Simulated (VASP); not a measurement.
# Cd3SO2 (P1) in VASP: single point with PBE

Aim: the single point of Cd3SO2 with PBE.

Everything below comes from runs of VASP 6.6.1. Logs are shortened: lines on timing, memory, paths and dates and some standing lists are left out, and cuts for length are marked.

### Step 1. The cell of the first run

The typed cell holds 12 atoms: a = 3.784 Å, b = 3.799 Å, c = 18.881 Å, α = 90.20°, β = 90.28°, γ = 119.90°.

### Step 2. Single point, PBE

File INCAR:

```
  ALGO = Normal
  EDIFF = 1E-7
  ENCUT = 520
  GGA = PE
  ISIF = 2
  ISMEAR = 0
  LASPH = T
  LCHARG = F
  LREAL = F
  LWAVE = F
  NBANDS = 66
  NELM = 60
  PREC = Accurate
  SIGMA = 0.2
```

File KPOINTS:

```
k-points
0
Gamma
  6 6 2
```

File POSCAR:

```
Cd3SO2
1.0
    3.7835475499     -0.0011617369     -0.0093747620
   -1.8929984968      3.2943106410     -0.0065586334
   -0.0446983943     -0.0629569468     18.8809074666
Cd S O
6 2 4
Direct
    0.6726016157      0.3351954408      0.4416144904
    0.6677523900      0.3384099654      0.9414903509
   -0.0053346455     -0.0044990566      0.1396855669
   -0.0044974203     -0.0024540597      0.6396858115
    0.3335852320      0.6643889432      0.2911543250
    0.3330844621      0.6678943784      0.7910349940
    0.0021997303      0.0051465791      0.0041854618
    0.0068551440      1.0022263406      0.5042456232
    0.6672148548      0.3314254746      0.3249674378
    0.6668108732      0.3344723482      0.8248553290
    0.3291807317      0.6629693742      0.1735806142
    0.3305470321      0.6648242719      0.6734999954
```

Potentials or basis: VASP PAW PBE potentials, release 64 (Cd, S, O).

Run with:

```
$ cat potpaw_PBE.64/Cd/POTCAR potpaw_PBE.64/S/POTCAR potpaw_PBE.64/O/POTCAR > POTCAR
$ mpirun -np 1 vasp_std > vasp.out
```

OUTCAR:

```text
EDIFF = 1E-7
   ENCUT = 520
   GGA = PE
   ISIF = 2
   ISMEAR = 0
   LASPH = T
   LREAL = F
   NELM = 60
   PREC = Accurate

 ion  position               nearest neighbor table
   1  0.673  0.335  0.442-   9 2.20   8 2.49   8 2.49   8 2.49   5 3.59   5 3.59   5 3.59
   2  0.668  0.338  0.941-  10 2.20   7 2.49   7 2.49   7 2.49   6 3.58   6 3.59   6 3.60
   3  0.995  0.996  0.140-  11 2.28  11 2.28  11 2.29   7 2.56   5 3.60   5 3.60   5 3.61
   4  0.996  0.998  0.640-  12 2.28  12 2.28  12 2.28   8 2.56   6 3.60   6 3.60   6 3.60
   5  0.334  0.664  0.291-  11 2.22   9 2.28   9 2.28   9 2.28   1 3.59   1 3.59   1 3.59   3 3.60
                             3 3.60   3 3.61
   6  0.333  0.668  0.791-  12 2.22  10 2.28  10 2.28  10 2.28   2 3.58   2 3.59   2 3.60   4 3.60
                             4 3.60   4 3.60
   7  0.002  0.005  0.004-   2 2.49   2 2.49   2 2.49   3 2.56
   8  0.007  0.002  0.504-   1 2.49   1 2.49   1 2.49   4 2.56
   9  0.667  0.331  0.325-   1 2.20   5 2.28   5 2.28   5 2.28
  10  0.667  0.334  0.825-   2 2.20   6 2.28   6 2.28   6 2.28
  11  0.329  0.663  0.174-   5 2.22   3 2.28   3 2.28   3 2.29
  12  0.331  0.665  0.673-   6 2.22   4 2.28   4 2.28   4 2.28

  LATTYP: Found a triclinic cell.
 ALAT       =     3.7835593425
 B/A-ratio  =     1.0042050922
 C/A-ratio  =     6.0551704245
 COS(alpha) =     0.0004450819
 COS(beta)  =     0.4912593998
 COS(gamma) =     0.4984874416

  Lattice vectors:

 A1 = (  -3.7835475499,   0.0011617369,   0.0093747620)
 A2 = (  -1.8929984968,   3.2943106410,  -0.0065586334)
 A3 = ( -11.3034948117,  -6.5210173876, -18.8302911518)

Analysis of symmetry for initial positions (statically):
=====================================================================
 Subroutine PRICEL returns:
 Original cell was already a primitive cell.

 Routine SETGRP: Setting up the symmetry group for a
 triclinic supercell.

 Subroutine GETGRP returns: Found  1 space group operations
 (whereof  1 operations were pure point group operations)
 out of a pool of  2 trial point group operations.

The static configuration has the point symmetry C_1 .

Analysis of symmetry for dynamics (positions and initial velocities):
=====================================================================
 Subroutine PRICEL returns:
 Original cell was already a primitive cell.

 Routine SETGRP: Setting up the symmetry group for a
 triclinic supercell.

 Subroutine GETGRP returns: Found  1 space group operations
 (whereof  1 operations were pure point group operations)
 out of a pool of  2 trial point group operations.

The dynamic configuration has the point symmetry C_1 .

 Subroutine INISYM returns: Found  1 space group operations
 (whereof  1 operations are pure point group operations),
 and found     1 'primitive' translations

----------------------------------------------------------------------------------------

                                     Primitive cell

  volume of cell :     235.2895

  direct lattice vectors                    reciprocal lattice vectors
     3.783547550 -0.001161737 -0.009374762     0.264351664  0.151905750  0.001132341
    -1.892998497  3.294310641 -0.006558633     0.000095733  0.303610671  0.001012593
    -0.044698394 -0.062956947 18.880907467     0.000131289  0.000180889  0.052964470

  length of vectors
     3.783559342  3.799469558 18.881065338     0.304890868  0.303612374  0.052964942

  position of ions in fractional coordinates (direct lattice)
     0.672601616  0.335195441  0.441614490
     0.667752390  0.338409965  0.941490351
     0.994665355  0.995500943  0.139685567
     0.995502580  0.997545940  0.639685812
     0.333585232  0.664388943  0.291154325
     0.333084462  0.667894378  0.791034994
     0.002199730  0.005146579  0.004185462
     0.006855144  0.002226341  0.504245623
     0.667214855  0.331425475  0.324967438
     0.666810873  0.334472348  0.824855329
     0.329180732  0.662969374  0.173580614
     0.330547032  0.664824272  0.673499995

  ion indices of the primitive-cell ions
   primitive index   ion index
                 1           1
                 2           2
                 3           3
                 4           4
                 5           5
                 6           6
                 7           7
                 8           8
                 9           9
                10          10
                11          11
                12          12

----------------------------------------------------------------------------------------

 KPOINTS: k-points

Automatic generation of k-mesh.
 Grid dimensions read from file:
 generate k-points for:    6    6    2

 Generating k-lattice:

  Cartesian coordinates                     Fractional coordinates (reciprocal lattice)
     0.044058611  0.025317625  0.000188723     0.166666667 -0.000000000  0.000000000
     0.000015955  0.050601778  0.000168766    -0.000000000  0.166666667  0.000000000
     0.000065645  0.000090445  0.026482235     0.000000000 -0.000000000  0.500000000

  Length of vectors
     0.050815145  0.050602062  0.026482471

  Shift w.r.t. Gamma in fractional coordinates (k-lattice)
     0.000000000  0.000000000  0.000000000

 Subroutine IBZKPT returns following result:
 ===========================================

 Found     40 irreducible k-points:

 Following reciprocal coordinates:
            Coordinates               Weight
  0.000000  0.000000  0.000000      1.000000
  0.166667  0.000000  0.000000      2.000000
  0.333333  0.000000  0.000000      2.000000
  0.500000  0.000000  0.000000      1.000000
 -0.000000  0.166667  0.000000      2.000000
  0.166667  0.166667  0.000000      2.000000
[... 16 lines left out ...]
  0.333333  0.000000  0.500000      2.000000
  0.500000 -0.000000  0.500000      1.000000
 [... further k-points ...]
   k-points           NKPTS =     40   k-points in BZ     NKDIM =     40   number of bands    NBANDS=     66
   number of dos      NEDOS =    301   number of ions     NIONS =     12
   total plane-waves  NPLWV = 109760
   dimension x,y,z NGX =    28 NGY =   28 NGZ =  140
   dimension x,y,z NGXF=    56 NGYF=   56 NGZF=  280
   ions per type =               6   2   4
   NGX,Y,Z   is equivalent  to a cutoff of  12.30, 12.25, 12.33 a.u.
   NGXF,Y,Z  is equivalent  to a cutoff of  24.61, 24.50, 24.65 a.u.
 SYSTEM =  unknown system
   PREC   = accura    normal or accurate (medium, high low for compatibility)
   ISTART =      0    job   : 0-new  1-cont  2-samecut
   ICHARG =      2    charge: 1-file 2-atom 10-const
   ISPIN  =      1    spin polarized calculation?
   LNONCOLLINEAR =      F non collinear calculations
   LSORBIT =      F    spin-orbit coupling
   LASPH  =      T    aspherical Exc in radial PAW
   ENCUT  =  520.0 eV  38.22 Ry    6.18 a.u.   7.03  7.06 35.11*2*pi/ulx,y,z
   NELM   =     60;   NELMIN=  2; NELMDL= -5     # of ELM steps
   EDIFF  = 0.1E-06   stopping-criterion for ELM
   LREAL  =      F    real-space projection
   EDIFFG = 0.1E-05   stopping-criterion for IOM
   NSW    =      0    number of steps for IOM
   IBRION =     -1    ionic relax: 0-MD 1-quasi-New 2-CG
   NFREE  =      0    steps in history (QN), initial steepest desc. (CG)
   ISIF   =      2    stress and relaxation
   ISYM   =      2    0-nonsym 1-usesym 2-fastsym
   POTIM  = 0.5000    time-step for ionic-motion
   TEBEG  =    0.0;   TEEND  =   0.0 temperature during run
   PSTRESS=    0.0 pullay stress
   NELECT =     108.0000    total number of electrons
   NUPDOWN=      -1.0000    fix difference up-down
   EMIN   =  10.00;   EMAX   =-10.00  energy-range for DOS
   EFERMI =   0.00;   METHOD = LEGACY
   ISMEAR =     0;   SIGMA  =   0.20  broadening in eV -4-tet -1-fermi 0-gaus
   EFERMI_NEDOS =   21; number of points for ismear=-14 and -15
   IALGO  =     38    algorithm
   IMIX   =      4    mixing-type and parameters
     AMIX     =   0.40;   BMIX     =  1.00
     AMIX_MAG =   1.60;   BMIX_MAG =  1.00
  volume/ion in A,a.u.               =      19.61       132.32
  Fermi-wavevector in a.u.,A,eV,Ry     =   1.262841  2.386423 21.698119  1.594767
  Thomas-Fermi vector in A             =   2.396228
   LORBIT       =      0    0 simple, 1 ext, 2 COOP (PROOUT), +10 PAW based schemes
   GGA     = PE    functional components
   LHFCALC =     F    Hartree Fock is set to
   AEXX    =    0.0000 exact exchange contribution
   IVDW    =     0    specifies the selected vdW correction
   LEPSILON=     F    determine dielectric tensor
   LRPA    =     F    only Hartree local field effects (RPA)
 non-spin polarized calculation
 Gauss-broadening in eV      SIGMA  =   0.20
  energy-cutoff  :      520.00
  volume of cell :      235.29
 maximum number of plane-waves:      6360
   NGX = 15   NGY = 15   NGZ = 71

 number of electron     108.0000002 magnetization

 Free energy of the ion-electron system (eV)
  ---------------------------------------------------
  ext. energy  EPLUGINS =         0.00000000
  ---------------------------------------------------
  free energy    TOTEN  =       -42.23787132 eV

  energy without entropy =      -42.22178797  energy(sigma->0) =      -42.22982964

 E-fermi :   1.2750     XC(G=0):  -9.6436

 val. band max:        1.2195777759   @ k =   0.0000   0.0000   0.0000
 cond. band min:       1.6563420295   @ k =   0.0000   0.0000   0.0000
 fundamental gap:      0.4367642536
 Fermi energy:         1.2749587708

 k-point     1 :       0.0000    0.0000    0.0000
  band No.  band energies     occupation
      1     -16.1038      2.00000
      2     -16.1014      2.00000
      3     -15.8891      2.00000
      4     -15.8846      2.00000
      5     -11.3342      2.00000
      6     -11.3310      2.00000
[... 58 lines left out ...]
     65       9.2167      0.00000
     66       9.2274      0.00000

 k-point     2 :       0.1667    0.0000    0.0000
  band No.  band energies     occupation
      1     -16.0672      2.00000
      2     -16.0651      2.00000
      3     -15.8618      2.00000
      4     -15.8574      2.00000
      5     -11.2226      2.00000
      6     -11.2195      2.00000
[... 1576 lines left out ...]
     65       7.4711      0.00000
     66       7.4781      0.00000

 [... further k-points ...]

------------------------ aborting loop because EDIFF is reached ----------------------------------------

  FORCE on cell =-STRESS in cart. coord.  units (eV):
  Direction    XX          YY          ZZ          XY          YZ          ZX
  --------------------------------------------------------------------------------------
  -------------------------------------------------------------------------------------
  Total        0.9805864      0.7633983      1.1064303     -0.0429049      0.0221704      0.0728242
  in kB        6.6771937      5.1982757      7.5341134     -0.2921562      0.1509671      0.4958879
  external PRESSURE =       6.4698609 kB  Pullay stress =       0.0000000 kB

 VOLUME and BASIS-vectors are now :
 -----------------------------------------------------------------------------
  energy-cutoff  :      520.00
  volume of cell :      235.29
      direct lattice vectors                 reciprocal lattice vectors
     3.783547550 -0.001161737 -0.009374762     0.264351664  0.151905750  0.001132341
    -1.892998497  3.294310641 -0.006558633     0.000095733  0.303610671  0.001012593
    -0.044698394 -0.062956947 18.880907467     0.000131289  0.000180889  0.052964470

 POSITION                                       TOTAL-FORCE (eV/Angst)
 -----------------------------------------------------------------------------------
      1.89056      1.07565      8.32958        -0.005313      0.002277      0.039380
      1.84378      1.05478     17.76771        -0.000004     -0.001299      0.046022
      1.87264      3.26954      2.62154        -0.000059      0.006063     -0.035645
      1.84959      3.24480     12.06197         0.005777      0.005788     -0.037127
     -0.00857      2.16999      5.48977        -0.007764      0.007592      0.033715
     -0.03944      2.15006     14.92796        -0.004154      0.001516      0.040041
     -0.00161      0.01669      0.07897         0.003514     -0.002475      0.022810
     -0.00082     -0.02442      9.52054         0.001462     -0.004065      0.022875
      1.88253      1.07058      6.12725         0.005967     -0.007473     -0.043135
      1.85289      1.04915     15.56557         0.000485     -0.003364     -0.043617
     -0.01729      2.17272      3.26993         0.003846     -0.002114     -0.023274
     -0.03798      2.14735     12.70883        -0.003756     -0.002445     -0.022045
 -----------------------------------------------------------------------------------
    total drift:                                0.000963      0.001118     -0.002271

  FREE ENERGIE OF THE ION-ELECTRON SYSTEM (eV)
  ---------------------------------------------------
  free  energy   TOTEN  =       -42.2378713162 eV

  energy  without entropy=      -42.2217879676  energy(sigma->0) =      -42.22982964
```

Wall time 13 min (1 thread of Intel Xeon Platinum 8488C (Sapphire Rapids), shared host); peak memory 0.6 GiB.

What came out:

```yaml
Free_energy: -42.2379 eV
Pressure: 0.6 GPa
Largest_force: 0.046 eV/Å
```

Forces on the atoms (eV/Å):
```
Cd  -0.005  0.002  0.039
Cd   0.000 -0.001  0.046
Cd   0.000  0.006 -0.036
Cd   0.006  0.006 -0.037
Cd  -0.008  0.008  0.034
Cd  -0.004  0.002  0.040
S    0.004 -0.002  0.023
S    0.001 -0.004  0.023
O    0.006 -0.007 -0.043
O    0.000 -0.003 -0.044
O    0.004 -0.002 -0.023
O   -0.004 -0.002 -0.022
```
